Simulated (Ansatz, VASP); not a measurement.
# Two plane-wave programs on Re

```
CELL_PARAMETERS angstrom
4.39448 0.00000 0.00000
-2.19724 3.80574 0.00000
0.00000 0.00000 2.72019
ATOMIC_POSITIONS crystal
Re 0.66667 0.33333 0.00000
Re 0.33333 0.66667 0.00000
Re 0.00000 0.00000 0.50000
```

Alike in both runs: task relaxation of cell and atoms; functional PBE; k mesh 12 × 12 × 16; occupations gaussian, width 0.1 eV; no spin polarisation.

|  | VASP | Ansatz |
| --- | --- | --- |
| version | VASP 6.6.1 | Ansatz 0.2.0 |
| potentials or method | VASP PAW PBE potentials, release 64 (Re), cutoff 600 eV | scalar-relativistic, plane waves, PAW |
| valence electrons in the cell | 21 | 45 |

Ansatz gave:

```
gap on the k mesh at the Fermi level, each at its own relaxed structure (eV) : none
relaxed volume (Å³/atom)                                                     : 15.20
relaxed cell length with the largest relative difference (Å)                 : 4.379
```

What did VASP give for the same quantities?

gap on the k mesh at the Fermi level, each at its own relaxed structure (eV): none; relaxed volume (Å³/atom): 15.17; relaxed cell length with the largest relative difference (Å): 4.374.

A gap of «none» marks a metal or a gap that the smearing closes. VASP's potentials hold 21 valence electrons a cell and Ansatz's 45, so a difference there can come from the potentials and not from the codes.

Spin-orbit coupling is off throughout.
